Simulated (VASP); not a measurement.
SiO2, 6 atoms in the cell. The structure is orthorhombic, space group Pnnm (No. 58). The conventional cell has a = 4.236 Å, b = 4.236 Å, c = 2.690 Å, α = 90.00°, β = 90.00°, γ = 90.00°. Within 2.4 Å of Si (site symmetry 2/m) lie 6 O at 1.78 to 1.85 Å. Within 2.4 Å of O (site symmetry m) lie 3 Si at 1.78 to 1.85 Å and 1 O at 2.34 Å.  This cell differs from its parent crystal: atoms displaced along a vibrational mode.

```yaml
Program: VASP 6.6.1
Task: single point
Functional: PBE
Potentials_or_basis: VASP PAW PBE potentials, release 64 (Si, O)
Cutoff: 520 eV
k_mesh: 6 × 6 × 8
Occupations: gaussian, width 0.05 eV
Spin: no spin polarisation
Dipole_correction: no
Further_INCAR_settings: ALGO = Normal; EDIFF = 1e-07; NBANDS = 25
```

Potentials or basis: VASP PAW PBE potentials, release 64 (Si, O).

Run with:

```bash
$ cat potpaw_PBE.64/Si/POTCAR potpaw_PBE.64/O/POTCAR > POTCAR
$ mpirun -np 1 vasp_std > vasp.out
```

Hardware: 1 thread of Intel Xeon 8259CL, with other jobs on the host.

How long does it take, and how much memory?

Wall time 81 s on 1 thread of Intel Xeon 8259CL, with other jobs on the host, peak memory 0.2 GiB. Counts: scf iterations 14, k points 80.
